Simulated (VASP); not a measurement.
Input of a VASP 6.6.1 run:

Contents of INCAR:

```
  PREC = Accurate
  ENCUT = 520
  EDIFF = 1E-7
  ISMEAR = 1
  SIGMA = 0.15
  LREAL = False
  LASPH = True
  NELM = 80
  ALGO = Normal
  ISIF = 2
  LWAVE = False
  LCHARG = True
  GGA = PE
  LELF = True
  LVHAR = True
  NBANDS = 32
```

KPOINTS

```
regular mesh
0
Gamma
  6 6 6
```

The input POSCAR:

```
NbCd3
1.0
    4.3510606866      0.0000000000      0.0000000000
    0.0000000000      4.3510606866      0.0000000000
    0.0000000000      0.0000000000      4.3510606866
Nb Cd
1 3
Direct
    0.0000000000      0.0000000000      0.0000000000
    0.0000000000      0.5000000000      0.5000000000
    0.5000000000      0.0000000000      0.5000000000
    0.5000000000      0.5000000000      0.0000000000
```

Potentials or basis: VASP PAW PBE potentials, release 64 (Nb_sv, Cd).

Launch:

```console
$ cat potpaw_PBE.64/Nb_sv/POTCAR potpaw_PBE.64/Cd/POTCAR > POTCAR
$ mpirun -np 1 vasp_std > vasp.out
```

(1) What does it give for the pressure?

Answers

(1) -2.3 GPa.
